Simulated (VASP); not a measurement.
Wanted: the native input for a VASP 6.6.1 run.

| Quantity | Value |
| --- | --- |
| Task | relaxation of cell and atoms |
| Functional | PBE |
| Potentials or basis | VASP PAW PBE potentials, release 64 (Ag, O) |
| Cutoff | 600 eV |
| k mesh | 6 × 6 × 6 |
| Occupations | gaussian, width 0.1 eV |
| Spin | no spin polarisation |
| Dipole correction | no |
| Further INCAR settings | ALGO = Normal; EDIFF = 1e-07; IBRION = 2; EDIFFG = -0.001; NSW = 80; ISIF = 3 |

The structure of Ag2O lies in POSCAR:

```
Ag2O
1.0
    4.8115203389      0.0000000000      0.0000000000
    0.0000000000      4.8115203389      0.0000000000
    0.0000000000      0.0000000000      4.8115203389
Ag O
4 2
Direct
    0.7500000000      0.7500000000      0.7500000000
    0.2500000000      0.2500000000      0.7500000000
    0.2500000000      0.7500000000      0.2500000000
    0.7500000000      0.2500000000      0.2500000000
    0.0000000000      0.0000000000      0.0000000000
    0.5000000000      0.5000000000      0.5000000000
```

One way to write it, as run:

INCAR

```
ALGO     = Normal         # electronic algorithm
EDIFF    = 1E-7           # SCF threshold, eV
EDIFFG   = -0.001         # ionic threshold
ENCUT    = 600            # plane-wave cutoff, eV
GGA      = PE             # functional
GGA_COMPAT= F            
IBRION   = 2              # ionic algorithm
ISIF     = 3              # what is computed and relaxed
ISMEAR   = 0              # smearing method
LASPH    = T              # aspherical terms in the spheres
LCHARG   = F              # write CHGCAR
LREAL    = F              # projectors in reciprocal space
LWAVE    = F              # write WAVECAR
NELM     = 120            # most SCF steps
NELMIN   = 4            
NSW      = 80             # ionic steps
PREC     = Accurate       # precision mode
SIGMA    = 0.1            # smearing width, eV
```

KPOINTS

```
k-points
0
Gamma
  6 6 6
```

Potentials or basis: VASP PAW PBE potentials, release 64 (Ag, O).

Run with:

```bash
$ cat potpaw_PBE.64/Ag/POTCAR potpaw_PBE.64/O/POTCAR > POTCAR
$ mpirun -np 1 vasp_std > vasp.out
```

Results of the run:

* Relaxed volume: 18.53 Å³/atom
* Relaxed cell: a = 4.809 Å, b = 4.809 Å, c = 4.809 Å, α = 90.00°, β = 90.00°, γ = 90.00°
* Space group after relaxing (to 0.1 Å): Pn-3m (No. 224)
* Energy gained by relaxing: 0.0 meV/atom
* Ionic steps: 3
* Pressure after relaxing: 0.0 GPa
* Band gap on the k mesh: zero (filled and empty bands touch)

Run time: 100 s on 1 thread of Intel(R) Xeon(R) 6975P-C (Granite Rapids) (shared host), peak memory 0.28 GiB.
